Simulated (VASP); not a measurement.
# Mg2Te3O: single point with PBE

Crystal: Mg2Te3O.

```
Mg Te O
1.0
     6.73482    0.00000    0.00000
    -3.36741    5.83252    0.00000
     0.00000    0.00000    4.35719
Mg Te O
2 3 1
Direct
  0.66667 0.33333 0.00000
  0.33333 0.66667 0.00000
  0.50000 0.50000 0.50000
  0.50000 0.00000 0.50000
  0.00000 0.50000 0.50000
  0.00000 0.00000 0.50000
```

The cell was built from a structure type or drawn by symmetry, and may not be a known phase.

```
Program                : VASP 6.6.1
Task                   : single point
Functional             : PBE
Potentials or basis    : VASP PAW PBE potentials, release 64 (Mg, Te, O)
Cutoff                 : 520 eV
k mesh                 : 6 × 6 × 10
Occupations            : gaussian, width 0.1 eV
Spin                   : no spin polarisation
Dipole correction      : no
Further INCAR settings : ALGO = Normal; EDIFF = 1e-06; NBANDS = 23
```

```json
{
  "Pressure": "-0.1 GPa",
  "Band gap on the k mesh": "zero (bands 14 and 15 overlap by 0.81 eV)"
}
```

Levels at points of the mesh, in eV from the Fermi level:
```tsv
k point	band 11	band 12	band 13	band 14	band 15	band 16	band 17	band 18
(0.00, 0.00, 0.00)	-0.37	-0.37	-0.11	-0.02	0.81	1.25	1.25	2.55
(0.50, 0.00, 0.00)	-2.20	-1.55	-0.73	-0.05	0.14	0.56	0.89	1.30
(0.00, 0.00, 0.50)	-1.07	-0.31	-0.26	-0.26	1.05	1.51	1.51	2.23
(0.50, 0.00, 0.50)	-1.93	-1.80	-0.67	-0.49	0.26	0.75	1.17	2.58
```

It took 6.1 min on 1 thread of Intel Xeon 8259CL, on a shared host, peak memory 0.37 GiB.

Caveat: spin-orbit coupling is left out, which moves the levels of the heavy elements.
